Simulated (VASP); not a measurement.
Crystal: Si.

```
Si
1.0
     3.82000    0.00000    0.00000
    -1.91000    3.30822    0.00000
     0.00000    0.00000    6.32000
Si
4
Direct
  0.33333 0.66667 0.00000
  0.66667 0.33333 0.50000
  0.33333 0.66667 0.37400
  0.66667 0.33333 0.87400
```

```yaml
Program: VASP 6.6.1
Task: relaxation of cell and atoms
Functional: PBE
Potentials_or_basis: VASP PAW PBE potentials, release 64 (Si)
Cutoff: 500 eV
k_mesh: 12 × 12 × 6
Occupations: gaussian, width 0.02 eV
Spin: no spin polarisation
```

At the start: pressure 2.1 GPa; volume 19.97 Å³/atom.

Question: How do energy, volume and symmetry change on relaxing?

Answer: Over 7 steps the energy falls by 2.9 meV/atom and the volume is 20.42 Å³/atom (+2.3 %); space group P6_3/mmc (No. 194, to 0.05 Å).

The path:
```tsv
step	energy change (eV)	largest force (eV/Å)	pressure (GPa)	volume (Å³)
1	0.0000	0.0102	2.11	79.87
2	-0.0065	0.0278	-1.31	82.95
3	-0.0118	0.0132	0.01	81.69
4	-0.0118	0.0136	-0.03	81.73
5	-0.0118	0.0011	0.02	81.68
6	-0.0118	0.0005	0.01	81.68
7	-0.0118	0.0002	0.01	81.69
```

Final structure:
```cif
data_structure
_symmetry_space_group_name_H-M 'P 1'
_symmetry_Int_Tables_number 1
_cell_length_a 3.8502
_cell_length_b 3.8502
_cell_length_c 6.3635
_cell_angle_alpha 90.000
_cell_angle_beta 90.000
_cell_angle_gamma 120.000
_cell_volume 81.69
loop_
_atom_site_label
_atom_site_type_symbol
_atom_site_fract_x
_atom_site_fract_y
_atom_site_fract_z
_atom_site_occupancy
Si1 Si 0.33333 0.66667 0.99994 1
Si2 Si 0.66667 0.33333 0.49994 1
Si3 Si 0.33333 0.66667 0.37406 1
Si4 Si 0.66667 0.33333 0.87406 1
```
